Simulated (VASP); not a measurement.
# WSe2 (P6_3/mmc) in VASP: vibrations by perturbation theory with LDA

Aim: the vibrations by perturbation theory of WSe2 with LDA.

Program: VASP 6.6.1. These are calculated values, not measurements. Logs are shortened: lines on timing, memory, paths and dates and some standing lists are left out, and cuts for length are marked.

## 1. The cell of the first run

It takes space group P6_3/mmc (No. 194, hexagonal). Conventional cell: a = 3.266 Å, b = 3.266 Å, c = 12.886 Å, α = 90.00°, β = 90.00°, γ = 120.00°. W (site symmetry -6m2) has 6 Se at 2.51 Å and 6 W at 3.27 Å within 3.3 Å. Se (site symmetry 3m) has 3 W at 2.51 Å and 6 Se at 3.27 Å within 3.3 Å.

## 2. Vibrations by perturbation theory, LDA (volume scaled by 1.015)

INCAR reads:

```
PREC     = Accurate       # precision mode
ENCUT    = 520            # plane-wave cutoff, eV
EDIFF    = 1E-8           # SCF threshold, eV
ISMEAR   = 0              # smearing method
SIGMA    = 0.01           # smearing width, eV
LREAL    = F              # projectors in reciprocal space
LASPH    = T              # aspherical terms in the spheres
NELM     = 80             # most SCF steps
ALGO     = Normal         # electronic algorithm
ISIF     = 2              # what is computed and relaxed
LWAVE    = F              # write WAVECAR
LCHARG   = F              # write CHGCAR
GGA      = CA             # functional
NBANDS   = 35             # bands
IBRION   = 8              # ionic algorithm
NSW      = 1              # ionic steps
```

KPOINTS reads:

```
regular mesh
0
Gamma
  6 6 2
```

POSCAR reads:

```
WSe2
1.0
    3.2659373874      0.0000000000      0.0000000000
   -1.6329686937      2.8283847446      0.0000000000
    0.0000000000      0.0000000000     12.8856633972
W Se
2 4
Direct
    0.3333333333      0.6666666667      0.2500000000
    0.6666666667      0.3333333333      0.7500000000
    0.3333333333      0.6666666667      0.6210581486
    0.6666666667      0.3333333333      0.1210581486
    0.3333333333      0.6666666667      0.8789418514
    0.6666666667      0.3333333333      0.3789418514
```

Potentials or basis: VASP PAW LDA potentials, release 64 (W_sv, Se).

Launch:

```sh
> cat potpaw_LDA.64/W_sv/POTCAR potpaw_LDA.64/Se/POTCAR > POTCAR
> mpirun -np 1 vasp_std > vasp.out
```

OUTCAR:

```text
PREC = Accurate
   ENCUT = 520
   EDIFF = 1E-8
   ISMEAR = 0
   LREAL = F
   LASPH = T
   NELM = 80
   ISIF = 2
   GGA = CA
   IBRION = 8
   NSW = 1

 ion  position               nearest neighbor table
   1  0.333  0.667  0.250-   4 2.51   6 2.51   4 2.51   6 2.51   4 2.51   6 2.51
   2  0.667  0.333  0.750-   3 2.51   5 2.51   3 2.51   5 2.51   3 2.51   5 2.51
   3  0.333  0.667  0.621-   2 2.51   2 2.51   2 2.51
   4  0.667  0.333  0.121-   1 2.51   1 2.51   1 2.51
   5  0.333  0.667  0.879-   2 2.51   2 2.51   2 2.51
   6  0.667  0.333  0.379-   1 2.51   1 2.51   1 2.51

  LATTYP: Found a hexagonal cell.
 ALAT       =     3.2659373874
 C/A-ratio  =     3.9454716575

  Lattice vectors:

 A1 = (   3.2659373874,   0.0000000000,   0.0000000000)
 A2 = (  -1.6329686937,   2.8283847446,   0.0000000000)
 A3 = (   0.0000000000,   0.0000000000,  12.8856633972)

Analysis of symmetry for initial positions (statically):
=====================================================================
[... 774 lines left out ...]
          X           Y           Z          XY          YZ          ZX
  --------------------------------------------------------------------------------
  x     0.00000     0.00000     0.00000     3.81444     0.00000   -13.54728
  y     3.81444    -3.81444     0.00000     0.00000   -14.47449     0.00000
  z   -11.26932   -11.26932   -29.15884     0.00000     0.00000     0.00000

 SECOND DERIVATIVES (NOT SYMMETRIZED)
 ------------------------------------
               1X          1Y          1Z          2X          2Y          2Z          3X          3Y          3Z          4X          4Y          4Z          5X          5Y          5Z          6X          6Y          6Z
  1X   -19.296331    0.000000    0.000000    0.061623    0.000000    0.000000    0.041898    0.000000   -0.000000    9.575456   -0.000000    0.000000    0.041898    0.000000    0.000000    9.575456   -0.000000    0.000000
  1Y     0.000000  -19.296331    0.000000    0.000000    0.061623    0.000000    0.000000    0.041898   -0.000000   -0.000000    9.575456    0.000000    0.000000    0.041898    0.000000   -0.000000    9.575456   -0.000000
  1Z    -0.000000    0.000000  -29.769726   -0.000000    0.000000    0.216704    0.000000    0.000000   -0.054937    0.000000    0.000000   14.831448    0.000000    0.000000   -0.054937    0.000000    0.000000   14.831448
  2X     0.061623    0.000000    0.000000  -19.296331    0.000000    0.000000    9.575456   -0.000000    0.000000    0.041898    0.000000    0.000000    9.575456   -0.000000    0.000000    0.041898    0.000000   -0.000000
  2Y     0.000000    0.061623    0.000000    0.000000  -19.296331    0.000000   -0.000000    9.575456   -0.000000    0.000000    0.041898    0.000000   -0.000000    9.575456    0.000000    0.000000    0.041898   -0.000000
  2Z    -0.000000    0.000000    0.216704   -0.000000    0.000000  -29.769726    0.000000    0.000000   14.831448    0.000000    0.000000   -0.054937    0.000000    0.000000   14.831448    0.000000    0.000000   -0.054937
  3X     0.051280    0.000000    0.000000    9.561100    0.000000    0.000000   -9.321683    0.000000   -0.000000   -0.020311    0.000000    0.000000   -0.338608    0.000000   -0.000000    0.068223    0.000000   -0.000000
  3Y    -0.000000    0.051280    0.000000    0.000000    9.561100    0.000000    0.000000   -9.321683   -0.000000    0.000000   -0.020311    0.000000    0.000000   -0.338608    0.000000   -0.000000    0.068223   -0.000000
  3Z     0.000000   -0.000000    0.020200    0.000000    0.000000   14.756328    0.000000   -0.000000  -16.790762    0.000000   -0.000000    0.082946    0.000000    0.000000    1.719968    0.000000    0.000000    0.211321
  4X     9.561100    0.000000    0.000000    0.051280    0.000000    0.000000   -0.020311    0.000000   -0.000000   -9.321683   -0.000000    0.000000    0.068223    0.000000    0.000000   -0.338608    0.000000    0.000000
  4Y     0.000000    9.561100    0.000000    0.000000    0.051280   -0.000000    0.000000   -0.020311   -0.000000    0.000000   -9.321683    0.000000    0.000000    0.068223    0.000000    0.000000   -0.338608    0.000000
  4Z     0.000000   -0.000000   14.756328    0.000000    0.000000    0.020200    0.000000    0.000000    0.082946    0.000000    0.000000  -16.790762    0.000000   -0.000000    0.211321    0.000000   -0.000000    1.719968
  5X     0.051280    0.000000    0.000000    9.561100    0.000000    0.000000   -0.338608    0.000000    0.000000    0.068223    0.000000    0.000000   -9.321683   -0.000000    0.000000   -0.020311    0.000000   -0.000000
  5Y     0.000000    0.051280   -0.000000    0.000000    9.561100    0.000000    0.000000   -0.338608    0.000000    0.000000    0.068223    0.000000    0.000000   -9.321683    0.000000    0.000000   -0.020311   -0.000000
  5Z     0.000000    0.000000    0.020200    0.000000   -0.000000   14.756328    0.000000   -0.000000    1.719968    0.000000   -0.000000    0.211321    0.000000    0.000000  -16.790762    0.000000    0.000000    0.082946
  6X     9.561100    0.000000    0.000000    0.051280    0.000000    0.000000    0.068223    0.000000   -0.000000   -0.338608    0.000000   -0.000000   -0.020311    0.000000    0.000000   -9.321683    0.000000   -0.000000
  6Y     0.000000    9.561100    0.000000   -0.000000    0.051280    0.000000   -0.000000    0.068223   -0.000000    0.000000   -0.338608    0.000000    0.000000   -0.020311    0.000000    0.000000   -9.321683   -0.000000
  6Z     0.000000    0.000000   14.756328    0.000000   -0.000000    0.020200    0.000000    0.000000    0.211321    0.000000    0.000000    1.719968    0.000000   -0.000000    0.082946    0.000000   -0.000000  -16.790762

 Eigenvectors and eigenvalues of the dynamical matrix
 ----------------------------------------------------

   1 f  =    9.293707 THz    58.394084 2PiTHz  310.004698 cm-1    38.435667 meV
             X         Y         Z           dx          dy          dz
     -0.000000  1.885590  3.221416     0.000000    0.000000   -0.476917
      1.632969  0.942795  9.664248    -0.000000   -0.000000    0.476917
     -0.000000  1.885590  8.002746     0.000000    0.000000   -0.369154
      1.632969  0.942795  1.559915    -0.000000   -0.000000    0.369154
     -0.000000  1.885590 11.325749     0.000000    0.000000   -0.369154
      1.632969  0.942795  4.882917    -0.000000   -0.000000    0.369154
[... 145 lines left out ...]
  18 f/i=    0.000959 THz     0.006026 2PiTHz    0.031993 cm-1     0.003967 meV
             X         Y         Z           dx          dy          dz
     -0.000000  1.885590  3.221416    -0.184241    0.484725   -0.000000
      1.632969  0.942795  9.664248    -0.184241    0.484725   -0.000000
     -0.000000  1.885590  8.002746    -0.120773    0.317745   -0.000000
      1.632969  0.942795  1.559915    -0.120773    0.317745   -0.000000
     -0.000000  1.885590 11.325749    -0.120773    0.317745   -0.000000
      1.632969  0.942795  4.882917    -0.120773    0.317745   -0.000000

--------------------------------------------------------------------------------------------------------

 ELASTIC MODULI CONTR FROM IONIC RELAXATION (kBar)
 Direction    XX          YY          ZZ          XY          YZ          ZX
 --------------------------------------------------------------------------------
 XX        -455.2803   -278.4188   -949.2059      0.0000     -0.0000      0.0000
 YY        -278.4188   -455.2803   -949.2059     -0.0000      0.0000     -0.0000
 ZZ        -949.2059   -949.2059  -2456.0252      0.0000     -0.0000      0.0000
 XY           0.0000     -0.0000      0.0000    -88.4308      0.0000     -0.0000
 YZ          -0.0000      0.0000     -0.0000      0.0000  -1243.4816      0.0000
 ZX           0.0000     -0.0000      0.0000      0.0000      0.0000  -1089.2740
 --------------------------------------------------------------------------------
```

stdout:

```text
POSCAR found type information on POSCAR W Se
 POSCAR found :  2 types and       6 ions
 scaLAPACK will be used
 LDA part: xc-table for (Slater(with rela. corr.)+CA(PZ))
 , standard interpolation
 POSCAR, INCAR and KPOINTS ok, starting setup
 FFT: planning ... GRIDC
 FFT: planning ... GRID_SOFT
 FFT: planning ... GRID
 WAVECAR not read
 entering main loop
 Linear response reoptimize wavefunctions to high precision
 Linear response DOF=           4
 Linear response progress:
 first order change of Fermi-energy  -0.61490E-01
 force on displaced ion       1 direction 1 : -19.296   0.013   0.000
 Linear response progress:
 first order change of Fermi-energy   0.69441E+00
 force on displaced ion       1 direction 3 :  -0.000   0.000 -29.770
 Linear response progress:
 first order change of Fermi-energy   0.55111E-01
 force on displaced ion       3 direction 1 :  -9.322  -0.001  -0.001
 Linear response progress:
 first order change of Fermi-energy   0.24378E+01
 force on displaced ion       3 direction 3 :   0.000  -0.000 -16.791
 Linear response finished
```

It took 21 min on 1 thread of Intel Xeon 8259CL, shared host; peak memory 0.47 GiB.

What came out:

```
Highest phonon frequency at Γ, LO-TO splitting left out : 310 cm⁻¹
```

Phonon frequencies in cm⁻¹ (negative: imaginary):
```
              q point                                                     frequencies
(0.000, 0.000, 0.000)  0 0 0 23 23 34 175 175 177 177 248 248 248 248 252 253 308 310
```

Caveat: the k points lie up to 0.37 Å⁻¹ apart; spin-orbit coupling is left out, which moves the levels of the heavy elements.
